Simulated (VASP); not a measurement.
# SrO in VASP: a series of runs

SrO is run at these levels: PBE+U; tasks: single point.

Everything below comes from runs of VASP 6.6.1. Logs are shortened: lines on timing, memory, paths and dates and some standing lists are left out, and cuts for length are marked.

### 1 The cell of the first run

Symmetry: Fm-3m, No. 225, cubic system. Conventional cell: a = 5.168 Å, b = 5.168 Å, c = 5.168 Å, α = 90.00°, β = 90.00°, γ = 90.00°. Within 3.4 Å of Sr (site symmetry m-3m) lie 6 O at 2.58 Å. Within 3.4 Å of O (site symmetry m-3m) lie 6 Sr at 2.58 Å.

### 2 Single point, PBE+U

INCAR reads:

```
SYSTEM = SrO
PREC = Accurate
ENCUT = 600
EDIFF = 1E-6
ISMEAR = 0
SIGMA = 0.1
LREAL = .FALSE.
LASPH = .TRUE.
NELM = 200
ALGO = Normal
ISIF = 2
LWAVE = .FALSE.
LCHARG = .FALSE.
LDAU = .TRUE.
LDAUTYPE = 2
LDAUL = -1 1
LDAUU = 0 1.7
LDAUJ = 0 0
LDAUPRINT = 1
GGA = PE
NBANDS = 15
GGA_COMPAT = .FALSE.
```

KPOINTS reads:

```
Automatic mesh
0
G
  2 2 2
  0 0 0
```

POSCAR reads:

```
SrO
1.0
    0.0000000000      2.5837846888      2.5837846888
    2.5837846888      0.0000000000      2.5837846888
    2.5837846888      2.5837846888      0.0000000000
Sr O
1 1
Direct
    0.5000000000      0.5000000000      0.5000000000
    0.0000000000      0.0000000000      0.0000000000
```

Potentials or basis: VASP PAW PBE potentials, release 64 (Sr_sv, O).

Launch:

```
$ cat potpaw_PBE.64/Sr_sv/POTCAR potpaw_PBE.64/O/POTCAR > POTCAR
$ mpirun -np 1 vasp_std > vasp.out
```

OUTCAR:

```text
SYSTEM = SrO
   PREC = Accurate
   ENCUT = 600
   EDIFF = 1E-6
   ISMEAR = 0
   LREAL = .FALSE.
   LASPH = .TRUE.
   NELM = 200
   ISIF = 2
   GGA = PE

 ion  position               nearest neighbor table
   1  0.500  0.500  0.500-   2 2.58   2 2.58   2 2.58   2 2.58   2 2.58   2 2.58
   2  0.000  0.000  0.000-   1 2.58   1 2.58   1 2.58   1 2.58   1 2.58   1 2.58

  LATTYP: Found a face centered cubic cell.
 ALAT       =     5.1675693776

  Lattice vectors:

 A1 = (   0.0000000000,   2.5837846888,   2.5837846888)
 A2 = (   2.5837846888,   0.0000000000,   2.5837846888)
 A3 = (   2.5837846888,   2.5837846888,   0.0000000000)

Analysis of symmetry for initial positions (statically):
=====================================================================
 Subroutine PRICEL returns:
 Original cell was already a primitive cell.

 Routine SETGRP: Setting up the symmetry group for a
 face centered cubic supercell.

 Subroutine GETGRP returns: Found 48 space group operations
 (whereof 48 operations were pure point group operations)
 out of a pool of 48 trial point group operations.

The static configuration has the point symmetry O_h .

Analysis of symmetry for dynamics (positions and initial velocities):
=====================================================================
 Subroutine PRICEL returns:
 Original cell was already a primitive cell.

 Routine SETGRP: Setting up the symmetry group for a
 face centered cubic supercell.

 Subroutine GETGRP returns: Found 48 space group operations
 (whereof 48 operations were pure point group operations)
 out of a pool of 48 trial point group operations.

The dynamic configuration has the point symmetry O_h .

 Subroutine INISYM returns: Found 48 space group operations
 (whereof 48 operations are pure point group operations),
 and found     1 'primitive' translations

----------------------------------------------------------------------------------------

                                     Primitive cell

  volume of cell :      34.4984

  direct lattice vectors                    reciprocal lattice vectors
     0.000000000  2.583784689  2.583784689    -0.193514577  0.193514577  0.193514577
     2.583784689  0.000000000  2.583784689     0.193514577 -0.193514577  0.193514577
     2.583784689  2.583784689  0.000000000     0.193514577  0.193514577 -0.193514577

  length of vectors
     3.654023349  3.654023349  3.654023349     0.335177079  0.335177079  0.335177079

  position of ions in fractional coordinates (direct lattice)
     0.500000000  0.500000000  0.500000000
     0.000000000  0.000000000  0.000000000

  ion indices of the primitive-cell ions
   primitive index   ion index
                 1           1
                 2           2

----------------------------------------------------------------------------------------

 KPOINTS: Automatic mesh

Automatic generation of k-mesh.
 Grid dimensions read from file:
 generate k-points for:    2    2    2

 Generating k-lattice:

  Cartesian coordinates                     Fractional coordinates (reciprocal lattice)
    -0.096757288  0.096757288  0.096757288     0.500000000  0.000000000  0.000000000
     0.096757288 -0.096757288  0.096757288     0.000000000  0.500000000  0.000000000
     0.096757288  0.096757288 -0.096757288     0.000000000  0.000000000  0.500000000

  Length of vectors
     0.167588539  0.167588539  0.167588539

  Shift w.r.t. Gamma in fractional coordinates (k-lattice)
     0.000000000  0.000000000  0.000000000

 Subroutine IBZKPT returns following result:
 ===========================================

 Found      3 irreducible k-points:

 Following reciprocal coordinates:
            Coordinates               Weight
  0.000000  0.000000  0.000000      1.000000
  0.500000  0.000000  0.000000      4.000000
  0.500000  0.500000  0.000000      3.000000
   k-points           NKPTS =      3   k-points in BZ     NKDIM =      3   number of bands    NBANDS=     15
   number of dos      NEDOS =    301   number of ions     NIONS =      2
   total plane-waves  NPLWV =  27000
   dimension x,y,z NGX =    30 NGY =   30 NGZ =   30
   dimension x,y,z NGXF=    60 NGYF=   60 NGZF=   60
   ions per type =               1   1
   NGX,Y,Z   is equivalent  to a cutoff of  13.65, 13.65, 13.65 a.u.
   NGXF,Y,Z  is equivalent  to a cutoff of  27.30, 27.30, 27.30 a.u.
 SYSTEM =  SrO
   PREC   = accura    normal or accurate (medium, high low for compatibility)
   ISTART =      0    job   : 0-new  1-cont  2-samecut
   ICHARG =      2    charge: 1-file 2-atom 10-const
   ISPIN  =      1    spin polarized calculation?
   LNONCOLLINEAR =      F non collinear calculations
   LSORBIT =      F    spin-orbit coupling
   LASPH  =      T    aspherical Exc in radial PAW
   ENCUT  =  600.0 eV  44.10 Ry    6.64 a.u.   7.30  7.30  7.30*2*pi/ulx,y,z
   NELM   =    200;   NELMIN=  2; NELMDL= -5     # of ELM steps
   EDIFF  = 0.1E-05   stopping-criterion for ELM
   LREAL  =      F    real-space projection
   EDIFFG = 0.1E-04   stopping-criterion for IOM
   NSW    =      0    number of steps for IOM
   IBRION =     -1    ionic relax: 0-MD 1-quasi-New 2-CG
   NFREE  =      0    steps in history (QN), initial steepest desc. (CG)
   ISIF   =      2    stress and relaxation
   ISYM   =      2    0-nonsym 1-usesym 2-fastsym
   POTIM  = 0.5000    time-step for ionic-motion
   TEBEG  =    0.0;   TEEND  =   0.0 temperature during run
   PSTRESS=    0.0 pullay stress
   NELECT =      16.0000    total number of electrons
   NUPDOWN=      -1.0000    fix difference up-down
   EMIN   =  10.00;   EMAX   =-10.00  energy-range for DOS
   EFERMI =   0.00;   METHOD = LEGACY
   ISMEAR =     0;   SIGMA  =   0.10  broadening in eV -4-tet -1-fermi 0-gaus
   EFERMI_NEDOS =   21; number of points for ismear=-14 and -15
   IALGO  =     38    algorithm
   IMIX   =      4    mixing-type and parameters
     AMIX     =   0.40;   BMIX     =  1.00
     AMIX_MAG =   1.60;   BMIX_MAG =  1.00
  volume/ion in A,a.u.               =      17.25       116.40
  Fermi-wavevector in a.u.,A,eV,Ry     =   1.267210  2.394679 21.848515  1.605821
  Thomas-Fermi vector in A             =   2.400370
   LORBIT       =      0    0 simple, 1 ext, 2 COOP (PROOUT), +10 PAW based schemes
 LDA+U is selected, type is set to LDAUTYPE =  2
   angular momentum for each species LDAUL =    -1    1
   U (eV)           for each species LDAUU =   0.0  1.7
   J (eV)           for each species LDAUJ =   0.0  0.0
   GGA     = PE    functional components
   LHFCALC =     F    Hartree Fock is set to
   AEXX    =    0.0000 exact exchange contribution
   IVDW    =     0    specifies the selected vdW correction
   LEPSILON=     F    determine dielectric tensor
   LRPA    =     F    only Hartree local field effects (RPA)
 non-spin polarized calculation
 Gauss-broadening in eV      SIGMA  =   0.10
  energy-cutoff  :      600.00
  volume of cell :       34.50
 maximum number of plane-waves:      1162
 NGX is ok and might be reduce to    30
   NGX = 15   NGY = 15   NGZ = 15

 number of electron      15.9999998 magnetization

 Free energy of the ion-electron system (eV)
  ---------------------------------------------------
  ext. energy  EPLUGINS =         0.00000000
  ---------------------------------------------------
  free energy    TOTEN  =       -10.61292782 eV

  energy without entropy =      -10.61292782  energy(sigma->0) =      -10.61292782

 E-fermi :   2.3000     XC(G=0):  -9.9153

 val. band max:        1.7829350102   @ k =   0.0000   0.0000   0.0000
 cond. band min:       4.8806606518   @ k =   0.5000   0.5000   0.0000
 fundamental gap:      3.0977256416
 Fermi energy:         2.3000022536

 k-point     1 :       0.0000    0.0000    0.0000
  band No.  band energies     occupation
      1     -30.9254      2.00000
      2     -13.1787      2.00000
      3     -12.5714      2.00000
      4     -12.5714      2.00000
      5     -12.5714      2.00000
      6       1.7829      2.00000
      7       1.7829      2.00000
      8       1.7829      2.00000
      9       5.5522      0.00000
     10       7.7581      0.00000
     11       7.7581      0.00000
     12       7.7581      0.00000
     13       9.8884      0.00000
     14       9.8884      0.00000
     15      14.3039      0.00000

 k-point     2 :       0.5000    0.0000    0.0000
  band No.  band energies     occupation
      1     -30.7979      2.00000
      2     -14.8628      2.00000
      3     -12.6505      2.00000
      4     -12.6505      2.00000
      5     -11.1848      2.00000
      6      -0.4193      2.00000
      7       0.6430      2.00000
      8       0.6430      2.00000
      9       8.1642      0.00000
     10       9.9896      0.00000
     11      10.3515      0.00000
     12      10.3515      0.00000
     13      13.3574      0.00000
     14      13.3574      0.00000
     15      16.1652      0.00000

 k-point     3 :       0.5000    0.5000    0.0000
  band No.  band energies     occupation
      1     -30.7607      2.00000
      2     -13.4726      2.00000
      3     -13.1395      2.00000
      4     -12.9158      2.00000
      5     -12.9158      2.00000
      6       1.2918      2.00000
      7       1.6750      2.00000
      8       1.6750      2.00000
      9       4.8807      0.00000
     10       9.3194      0.00000
     11      11.6415      0.00000
     12      11.9451      0.00000
     13      12.5121      0.00000
     14      12.5121      0.00000
     15      15.0826      0.00000

------------------------ aborting loop because EDIFF is reached ----------------------------------------

  FORCE on cell =-STRESS in cart. coord.  units (eV):
  Direction    XX          YY          ZZ          XY          YZ          ZX
  --------------------------------------------------------------------------------------
  -------------------------------------------------------------------------------------
  Total        0.4378506      0.4378506      0.4378506      0.0000000      0.0000000      0.0000000
  in kB       20.3346893     20.3346893     20.3346893      0.0000000      0.0000000      0.0000000
  external PRESSURE =      20.3346893 kB  Pullay stress =       0.0000000 kB

 VOLUME and BASIS-vectors are now :
 -----------------------------------------------------------------------------
  energy-cutoff  :      600.00
  volume of cell :       34.50
      direct lattice vectors                 reciprocal lattice vectors
     0.000000000  2.583784689  2.583784689    -0.193514577  0.193514577  0.193514577
     2.583784689  0.000000000  2.583784689     0.193514577 -0.193514577  0.193514577
     2.583784689  2.583784689  0.000000000     0.193514577  0.193514577 -0.193514577

 POSITION                                       TOTAL-FORCE (eV/Angst)
 -----------------------------------------------------------------------------------
      2.58378      2.58378      2.58378         0.000000      0.000000     -0.000000
      0.00000      0.00000      0.00000         0.000000      0.000000      0.000000
 -----------------------------------------------------------------------------------
    total drift:                               -0.000000      0.000000      0.000000

  FREE ENERGIE OF THE ION-ELECTRON SYSTEM (eV)
  ---------------------------------------------------
  free  energy   TOTEN  =       -10.6129278234 eV

  energy  without entropy=      -10.6129278234  energy(sigma->0) =      -10.61292782
```

It took 4.8 s on 1 thread of AMD EPYC 7R43 (Zen 3), shared host; peak memory 0.13 GiB.

What came out:

```yaml
Free_energy: -10.6129 eV
Pressure: 2.0 GPa
Band_gap_on_the_k_mesh: 3.10 eV (least direct gap 3.21 eV)
```

Levels at points of the mesh, in eV from the valence-band top:
```csv
k point,band 4,band 5,band 6,band 7,band 8,band 9,band 10,band 11,band 12,band 13
"(0.00, 0.00, 0.00)",-14.35,-14.35,0.00,0.00,0.00,3.77,5.98,5.98,5.98,8.11
"(0.50, 0.00, 0.00)",-14.43,-12.97,-2.20,-1.14,-1.14,6.38,8.21,8.57,8.57,11.57
"(0.50, 0.50, 0.00)",-14.70,-14.70,-0.49,-0.11,-0.11,3.10,7.54,9.86,10.16,10.73
```

Caveat: the k points lie up to 1.05 Å⁻¹ apart.

### 3 Single point, PBE+U

INCAR reads:

```
ALGO = Normal
EDIFF = 1E-6
ENCUT = 600
GGA = PE
GGA_COMPAT = F
ISIF = 2
ISMEAR = 0
LASPH = T
LCHARG = F
LDAU = T
LDAUJ = 0 0
LDAUL = -1 1
LDAUPRINT = 1
LDAUTYPE = 2
LDAUU = 0 2.4
LREAL = F
LWAVE = F
NBANDS = 15
NELM = 200
PREC = Accurate
SIGMA = 0.01
```

KPOINTS reads:

```
k-points
0
Gamma
  2 2 2
```

Edit POSCAR of step 2 so:

```diff
@@ -9,2 +9,2 @@
     0.5000000000      0.5000000000      0.5000000000
-    0.0000000000      0.0000000000      0.0000000000
+    0.0096757288      0.0096757288     -0.0096757288
```

Potentials or basis: VASP PAW PBE potentials, release 64 (Sr_sv, O).

Launch:

```
$ cat potpaw_PBE.64/Sr_sv/POTCAR potpaw_PBE.64/O/POTCAR > POTCAR
$ mpirun -np 1 vasp_std > vasp.out
```

Run time: 5.2 s. Hardware: 1 thread of AMD EPYC 7R43 (Zen 3), shared host; peak memory 0.13 GiB.

Results (log left out):

```yaml
Free_energy: -10.1044 eV
Pressure: 1.9 GPa
Largest_force: 0.077 eV/Å
Band_gap_on_the_k_mesh: 3.12 eV (least direct gap 3.23 eV)
```

Forces in eV/Å, atoms in the order of the input:
```
Sr   0.000  0.000 -0.077
O    0.000  0.000  0.077
```

Stress tensor (GPa, compression positive):
```
1.80 0.00 0.00
0.00 1.80 0.00
0.00 0.00 2.11
```

Levels at points of the mesh, in eV from the valence-band top:
```tsv
k point	band 4	band 5	band 6	band 7	band 8	band 9	band 10	band 11	band 12	band 13
(0.00, 0.00, 0.00)	-14.33	-14.32	0.00	0.00	0.00	3.80	6.00	6.01	6.01	8.13
(0.50, 0.00, 0.00)	-14.41	-12.93	-2.19	-1.13	-1.13	6.39	8.20	8.59	8.61	11.58
(0.50, 0.50, 0.00)	-14.67	-14.67	-0.48	-0.10	-0.10	3.12	7.56	9.89	10.16	10.75
(0.00, 0.50, 0.50)	-14.67	-14.62	-0.48	-0.12	-0.10	3.14	7.56	9.89	10.18	10.75
```

Caveat: the k points lie up to 1.05 Å⁻¹ apart. A k mesh can miss the band edges.
